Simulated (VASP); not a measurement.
CdS:

```
Cd S
1.0
     0.00000    2.93921    2.93921
     2.93921    0.00000    2.93921
     2.93921    2.93921    0.00000
Cd S
1 1
Direct
  0.00000 0.00000 0.00000
  0.25000 0.25000 0.25000
```

Program: VASP 6.6.1. Alike in all runs: task single point; potentials or basis VASP PAW PBE potentials, release 64 (Cd, S); no spin polarisation; cell as given; smearing gaussian 0.01 eV.

Q: Order these runs on this cell by their band gap on the k mesh, lowest first.
A. level PBE; k mesh 4 × 4 × 4; cutoff (eV) 500
B. level PBE0; k mesh 6 × 6 × 6; cutoff (eV) 520; grid for exact exchange (PRECFOCK) Normal
C. level r2SCAN; k mesh 8 × 8 × 8; cutoff (eV) 520

A: A (1.09 eV), C (1.54 eV), B (2.77 eV).

Caveats: some runs use coarse meshes.
